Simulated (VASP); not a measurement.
Here is a VASP 6.6.1 calculation.

File INCAR:

```
  PREC = Accurate
  ENCUT = 600
  EDIFF = 1E-6
  ISMEAR = 0
  SIGMA = 0.02
  LREAL = False
  LASPH = True
  NELM = 120
  ALGO = Normal
  ISIF = 2
  LWAVE = False
  LCHARG = False
  NBANDS = 11
  GGA_COMPAT = False
```

File KPOINTS:

```
Automatic mesh
0
Gamma
  10 10 10
```

POSCAR

```
AlN
1.0
    0.0000000000      2.1710505102      2.1710505102
    2.1710505102      0.0000000000      2.1710505102
    2.1710505102      2.1710505102      0.0000000000
Al N
1 1
Direct
    0.0000000000      0.0000000000      0.0000000000
    0.2500000000      0.2500000000      0.2500000000
```

Potentials or basis: VASP PAW LDA potentials, release 64 (Al, N).

Command:

```console
$ cat potpaw_LDA.64/Al/POTCAR potpaw_LDA.64/N/POTCAR > POTCAR
$ mpirun -np 1 vasp_std > vasp.out
```

Task: What does it give for the pressure?

Result: 0.6 GPa.

Task: Predict the band gap on the k mesh.

Result: 3.23 eV, indirect (least direct gap 4.39 eV).

A k mesh can miss the band edges.
